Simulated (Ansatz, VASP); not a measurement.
## CuI: VASP beside Ansatz

```
Cu I
1.0
     0.00000    3.09913    3.09913
     3.09913    0.00000    3.09913
     3.09913    3.09913    0.00000
Cu I
1 1
Direct
  0.00000 0.00000 0.00000
  0.25000 0.25000 0.25000
```

Change from the starting cell: volume scaled by 1.06.

Alike in both runs: task single point; functional PBE; k mesh 12 × 12 × 12; occupations fermi-dirac, width 0.05 eV; no spin polarisation.

```csv
,VASP,Ansatz
version,VASP 6.6.1,Ansatz 0.2.0
potentials or method,"VASP PAW PBE potentials, release 64 (Cu, I), cutoff 520 eV","all-electron LAPW, scalar-relativistic"
```

```csv
,VASP,Ansatz,Ansatz less VASP
pressure (GPa),-2.0,-1.9,+0.02
```

Ansatz ran all-electron here, and VASP with PAW potentials.

Neither program's run includes spin-orbit coupling.
